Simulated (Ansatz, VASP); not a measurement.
**Two plane-wave programs on Rb**

```
Rb
1.0
     0.00000    3.77611    3.77611
     3.77611    0.00000    3.77611
     3.77611    3.77611    0.00000
Rb
1
Cartesian
  0.0000 0.0000 0.0000
```

Alike in both runs: task single point; functional revPBE; k mesh 9 × 9 × 9; occupations fermi-dirac, width 0.1 eV; no spin polarisation.

```csv
,VASP,Ansatz
version,VASP 6.6.1,Ansatz 0.2.0
potentials or method,"VASP PAW PBE potentials, release 64 (Rb_sv), cutoff 520 eV","plane waves (420 eV) with PAW, scalar-relativistic"
valence electrons in the cell,9,9
```

```csv
,VASP,Ansatz,Ansatz less VASP
pressure (GPa),-0.2,-0.2,0.00
```

VASP's potentials were made for PBE, not for revPBE.
